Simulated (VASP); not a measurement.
Runs of VASP 6.6.1 on Cd. The structure is that of space group P6_3/mmc (No. 194), or close to it. The cells are those of the table. 

```tsv
cell	k mesh	gap on the mesh (eV)	pressure (GPa)
a = 2.811, b = 2.811, c = 4.943 Å, angles 90.0, 90.0, 120.0°, 2 atoms	16 × 16 × 9	none	(a)
a = 2.341, b = 2.341, c = 3.772 Å, angles 90.0, 90.0, 120.0°, 2 atoms	16 × 16 × 9	none	506.0
a = 2.892, b = 2.892, c = 5.219 Å, angles 90.0, 90.0, 120.0°, 2 atoms	24 × 24 × 14	none	4.1
a = 2.926, b = 2.926, c = 5.368 Å, angles 90.0, 90.0, 120.0°, 2 atoms	16 × 16 × 9	none	-0.1
```

Alike in all rows: task single point; level LDA; potentials or basis VASP PAW LDA potentials, release 64 (Cd_sv_GW); no spin polarisation; smearing fermi-dirac 0.1 eV.

Question: Fill in the values left out.

Answer: (a) 18.1.

Caveats: the cell stands under pressure (at least some runs).

A k mesh can miss the band edges, and the runs leave out spin-orbit coupling on Cd.

A gap of «none» marks levels without a gap at the run's occupations.
